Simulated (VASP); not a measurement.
Runs of VASP 6.6.1 on NbRh. The structure is that of space group P4/mmm (No. 123), or close to it. The cells are those of the table. 

| task | cell | cutoff (eV) | gap on the mesh (eV) | pressure (GPa) |
| --- | --- | --- | --- | --- |
| single point | a = 2.809, b = 2.809, c = 3.812 Å, 2 atoms | 520 | none | 0.3 |
| single point | a = 2.829, b = 2.829, c = 3.832 Å, 2 atoms | 520 | none | -4.3 |
| relaxation of shape and atoms at fixed volume | relaxed from a = 2.790, b = 2.790, c = 3.787 Å, 2 atoms | 600 | none | 5.7 |
| single point | a = 2.801, b = 2.801, c = 3.805 Å, 2 atoms | 520 | none | (a) |
| relaxation of cell and atoms | relaxed from a = 2.806, b = 2.806, c = 3.813 Å, 2 atoms | 600 | none | 0.0 |

Alike in all rows: level LDA; potentials or basis VASP PAW LDA potentials, release 64 (Nb_sv, Rh_pv); no spin polarisation; k mesh 14 × 14 × 12; smearing fermi-dirac 0.15 eV.

Problem. Fill in the values left out.

Solution. (a) 2.3.

Caveats: the cell stands under tension (at least some runs).

A k mesh can miss the band edges, and the runs leave out spin-orbit coupling on Nb, Rh.

A gap of «none» marks levels without a gap at the run's occupations.
